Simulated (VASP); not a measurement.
Here is a VASP 6.6.1 calculation.

Contents of POSCAR:

```
Mo
1.0
    0.0000000000      2.8628988104      2.8628988104
    2.8628988104      0.0000000000      2.8628988104
    2.8628988104      2.8628988104      0.0000000000
Mo
2
Direct
    0.1250000000      0.1250000000      0.1250000000
    0.8750000000      0.8750000000      0.8750000000
```

File INCAR.step1:

```
SYSTEM = Mo
  PREC = Accurate
  ENCUT = 520
  ISMEAR = -1
  SIGMA = 0.1
  LREAL = .False.
  LASPH = .True.
  NELM = 100
  NBANDS = 21
  GGA = PE
  ALGO = Normal
  EDIFF = 1E-4
  LWAVE = .True.
  LCHARG = .False.
```

The input INCAR.step2:

```
SYSTEM = Mo
  PREC = Accurate
  ENCUT = 520
  EDIFF = 1E-6
  ISMEAR = -1
  SIGMA = 0.1
  LREAL = .False.
  LASPH = .True.
  NELM = 100
  ALGO = Normal
  ISIF = 2
  LWAVE = .False.
  LCHARG = .False.
  METAGGA = R2SCAN
  LMIXTAU = .True.
  NBANDS = 21
  ISTART = 1
```

KPOINTS

```
regular mesh
0
Gamma
  11 11 11
  0 0 0
```

Potentials or basis: VASP PAW PBE potentials, release 64 (Mo_sv).

Command:

```console
$ cat potpaw_PBE.64/Mo_sv/POTCAR > POTCAR
$ cp INCAR.step1 INCAR
$ mpirun -np 1 vasp_std > vasp.out
$ cp INCAR.step2 INCAR
$ mpirun -np 1 vasp_std > vasp.out
```

Question: Predict the pressure.

Answer: -3.3 GPa.

Question: Predict the band gap on the k mesh.

Answer: Zero (bands 14 and 15 overlap by 0.52 eV).

Caveat: the cell stands under tension; the PAW data sets were made with another functional, which shifts forces and pressure a little.
